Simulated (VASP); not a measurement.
A run of VASP 6.6.1 is set up as follows.

INCAR

```
SYSTEM = PbO
PREC = Accurate
ENCUT = 520
EDIFF = 1E-6
ISMEAR = -1
SIGMA = 0.02
LREAL = .False.
LASPH = .True.
NELM = 80
ALGO = Normal
ISIF = 2
LWAVE = .False.
LCHARG = .True.
GGA = PE
LELF = .True.
LVHAR = .True.
NBANDS = 28
```

File KPOINTS:

```
Automatic mesh
0
Gamma
  8 8 6
  0 0 0
```

Contents of POSCAR:

```
PbO
1.0
    4.0568499317      0.0000000000      0.0000000000
    0.0000000000      4.0568499317      0.0000000000
    0.0000000000      0.0000000000      5.6112090073
Pb O
2 2
Direct
    0.0000000000      0.5000000000      0.2122042743
    0.5000000000      0.0000000000      0.7877957257
    0.0000000000      0.0000000000      0.0000000000
    0.5000000000      0.5000000000      0.0000000000
```

Potentials or basis: VASP PAW PBE potentials, release 64 (Pb_d, O).

The run is started by

```console
$ cat potpaw_PBE.64/Pb_d/POTCAR potpaw_PBE.64/O/POTCAR > POTCAR
$ mpirun -np 1 vasp_std > vasp.out
```

(1) What does it give for the pressure?

(2) What does it give for the band gap on the k mesh?

## Answers

(1) 0.0 GPa.

(2) 1.81 eV, indirect (least direct gap 1.90 eV).

Caveat: spin-orbit coupling is left out, which moves the levels of the heavy elements.
